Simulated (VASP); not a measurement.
Here is a VASP 6.6.1 calculation.

The input INCAR:

```
PREC = Accurate
ENCUT = 600
EDIFF = 1E-7
ISMEAR = -1
SIGMA = 0.1
LREAL = F
LASPH = T
NELM = 60
ALGO = Normal
ISIF = 3
LWAVE = F
LCHARG = F
GGA = PE
IBRION = 2
NSW = 32
EDIFFG = -0.005
PSTRESS = 84.0
```

Contents of KPOINTS:

```
regular mesh
0
Gamma
  13 13 13
```

File POSCAR:

```
Sb
1.0
    2.9919682438      0.0000000000      0.0000000000
    0.0000000000      2.9919682438      0.0000000000
    0.0000000000      0.0000000000      2.9919682438
Sb
1
Direct
    0.0000000000      0.0000000000      0.0000000000
```

Potentials or basis: VASP PAW PBE potentials, release 64 (Sb).

Command:

```sh
$ cat potpaw_PBE.64/Sb/POTCAR > POTCAR
$ mpirun -np 1 vasp_std > vasp.out
```

Q: What does it give for the space group after relaxing (to 0.05 Å)?

A: Pm-3m (No. 221).

Q: What does it give for the relaxed volume?

A: 26.80 Å³/atom.

Q: Predict the relaxed cell.

A: a = 2.993 Å, b = 2.993 Å, c = 2.993 Å, α = 90.00°, β = 90.00°, γ = 90.00°.

The path:
| step | energy change (eV) | largest force (eV/Å) | pressure (GPa) | volume (Å³) |
| --- | --- | --- | --- | --- |
| 1 | 0.0000 | 0.0000 | 8.47 | 26.78 |
| 2 | -0.0023 | 0.0000 | 8.31 | 26.83 |
| 3 | -0.0009 | 0.0000 | 8.41 | 26.80 |

Caveat: the cell is relaxed towards a set pressure, so the enthalpy falls and the energy may rise.
